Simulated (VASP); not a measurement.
Runs of VASP 6.6.1 on MgTe4. The structure is that of space group P-43m (No. 215), or close to it. The cells are those of the table. 

| task | cell | k mesh | cutoff (eV) | gap on the mesh (eV) | pressure (GPa) | relaxed volume (Å³/atom) | largest force (eV/Å) |
| --- | --- | --- | --- | --- | --- | --- | --- |
| single point | a = 5.754 Å, 5 atoms | 4 × 4 × 4 | 520 | none | 3.5 | - | (a) |
| single point | a = 5.446 Å, 5 atoms | 4 × 4 × 4 | 520 | none | 0.1 | - | 0.05 |
| relaxation of cell and atoms | relaxed from a = 5.754 Å, 5 atoms | 4 × 4 × 4 | 600 | none | 0.0 | 32.45 | 0.02 |
| relaxation of cell and atoms | relaxed from a = 5.446 Å, 5 atoms | 8 × 8 × 8 | 600 | none | 0.0 | 32.58 | - |
| single point | a = 5.463 Å, 5 atoms | 8 × 8 × 8 | 520 | none | 0.0 | - | (b) |

Alike in all rows: level PBE; potentials or basis VASP PAW PBE potentials, release 64 (Mg, Te); no spin polarisation; smearing gaussian 0.1 eV.

Problem. Fill in the values left out.

Solution. (a) 3.02; (b) 0.01.

Caveats: spin-orbit coupling is left out, which moves the levels of the heavy elements; forces of over 1 eV/Å act on the atoms, so gaps and moduli don't describe the material at rest (some runs).

A k mesh can miss the band edges, and the runs leave out spin-orbit coupling on Te.

A gap of «none» marks levels without a gap at the run's occupations.
